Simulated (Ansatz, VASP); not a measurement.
ScAl5: VASP beside Ansatz

```
Sc Al
1.0
     2.90603    0.00000    0.00000
     0.00000    2.90603    0.00000
     0.00000    0.00000   12.39085
Sc Al
1 5
Cartesian
  1.4530 1.4530 6.1954
  0.0000 0.0000 0.0000
  1.4530 1.4530 2.0289
  0.0000 0.0000 4.0045
  0.0000 0.0000 8.3863
  1.4530 1.4530 10.3619
```

Alike in both runs: functional PBE; k mesh 6 × 6 × 2; occupations gaussian, width 0.1 eV; no spin polarisation.

Ansatz relaxed the structure, and its values are those at the end. VASP's run is a single point on that final structure, the one shown.

```csv
,VASP,Ansatz
version,VASP 6.6.1,Ansatz 0.2.0
potentials or method,"VASP PAW PBE potentials, release 64 (Sc_sv, Al), cutoff 520 eV","scalar-relativistic, plane waves, PAW"
valence electrons in the cell,26,26
```

|  | VASP | Ansatz | Ansatz less VASP |
| --- | --- | --- | --- |
| gap on the k mesh at the Fermi level (eV) | none | none | - |
| pressure (GPa) | 0.1 | 0.1 | 0.00 |
| rms of the force components (eV/Å) | 0.005 | 0.002 | -0.0035 |

A gap of «none» marks a metal or a gap that the smearing closes.

The k mesh is coarse, so the values compare programs but aren't converged.
